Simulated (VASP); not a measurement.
Set up this calculation in VASP 6.6.1, as the native input.

* Task: single point
* Functional: PBE
* Potentials or basis: VASP PAW PBE potentials, release 64 (Cd, S)
* Cutoff: 520 eV
* k mesh: 6 × 6 × 6
* Occupations: fermi-dirac, width 0.02 eV
* Spin: no spin polarisation
* Dipole correction: no
* Further INCAR settings: ALGO = Normal; EDIFF = 1e-07; NBANDS = 16

The structure of CdS (Hawleyite) lies in POSCAR:

```
CdS
1.0
    0.0000000000      2.9165000000      2.8435875000
    2.9165000000      0.0000000000      2.8435875000
    2.9165000000      2.9165000000      0.0000000000
Cd S
1 1
Direct
    0.0000000000      0.0000000000      0.0000000000
    0.2500000000      0.2500000000      0.2500000000
```

These files were run (other wordings do the same):

INCAR

```
SYSTEM = CdS
PREC = Accurate
ENCUT = 520
EDIFF = 1E-7
ISMEAR = -1
SIGMA = 0.02
LREAL = .False.
LASPH = .True.
NELM = 80
ALGO = Normal
ISIF = 2
LWAVE = .False.
LCHARG = .False.
GGA = PE
NBANDS = 16
```

KPOINTS

```
Automatic mesh
0
Gamma
  6 6 6
  0 0 0
```

Potentials or basis: VASP PAW PBE potentials, release 64 (Cd, S).

Command:

```console
$ cat potpaw_PBE.64/Cd/POTCAR potpaw_PBE.64/S/POTCAR > POTCAR
$ mpirun -np 1 vasp_std > vasp.out
```

Results of the run:

```json
{
  "Pressure": "5.0 GPa",
  "Band gap on the k mesh": "1.15 eV, direct"
}
```

It took 50 s on 1 thread of AMD EPYC 7R13, with other jobs on the host, peak memory 0.15 GiB.
